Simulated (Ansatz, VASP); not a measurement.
**One calculation of Ti, two programs**

```
CELL_PARAMETERS angstrom
2.89106 0.00000 0.00000
-1.44553 2.50373 0.00000
0.00000 0.00000 4.80439
ATOMIC_POSITIONS crystal
Ti 0.33333 0.66667 0.25000
Ti 0.66667 0.33333 0.75000
```

Alike in both runs: task single point; functional PBE; k mesh 24 × 24 × 14; occupations gaussian, width 0.15 eV; no spin polarisation.

|  | VASP | Ansatz |
| --- | --- | --- |
| version | VASP 6.6.1 | Ansatz 0.2.0 |
| potentials or method | VASP PAW PBE potentials, release 64 (Ti_sv), cutoff 520 eV | scalar-relativistic, plane waves, PAW |
| valence electrons in the cell | 24 | 24 |

VASP gave:

```
gap on the k mesh at the Fermi level (eV)                     : none
pressure (GPa)                                                : -0.4
traceless stress, the component that is largest in VASP (GPa) : -3.52
```

Estimate Ansatz's values.

gap on the k mesh at the Fermi level (eV): none; pressure (GPa): 0.0; traceless stress, the component that is largest in VASP (GPa): -3.54.

A gap of «none» marks a metal or a gap that the smearing closes.
